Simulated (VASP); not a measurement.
A run of VASP 6.6.1 is set up as follows.

File INCAR:

```
SYSTEM = MnGa3
PREC = Accurate
ENCUT = 520
EDIFF = 1E-7
ISMEAR = 0
SIGMA = 0.1
LREAL = .False.
LASPH = .True.
NELM = 60
ALGO = Fast
ISIF = 2
LWAVE = .False.
LCHARG = .True.
GGA = PE
LELF = .True.
LVHAR = .True.
NBANDS = 34
```

KPOINTS

```
regular mesh
0
Gamma
  12 12 12
  0 0 0
```

POSCAR

```
MnGa3
1.0
    0.0000000000      3.2467030344      3.2467030344
    3.2467030344      0.0000000000      3.2467030344
    3.2467030344      3.2467030344      0.0000000000
Ga Mn
3 1
Direct
    0.2500000000      0.2500000000      0.2500000000
    0.7500000000      0.7500000000      0.7500000000
    0.5000000000      0.5000000000      0.5000000000
    0.0000000000      0.0000000000      0.0000000000
```

Potentials or basis: VASP PAW PBE potentials, release 64 (Ga_d, Mn_pv).

The run is started by

```bash
$ cat potpaw_PBE.64/Ga_d/POTCAR potpaw_PBE.64/Mn_pv/POTCAR > POTCAR
$ mpirun -np 1 vasp_std > vasp.out
```

Task: Predict the band gap on the k mesh.

Result: Zero (bands 26 and 27 overlap by 0.53 eV).

Task: Estimate the pressure.

Result: -8.7 GPa.

Caveat: the cell stands under tension; the run has no spin polarisation, though such a crystal can be magnetic. Spin polarisation is off, so any magnetic state and its effect on volume and gap are missing.
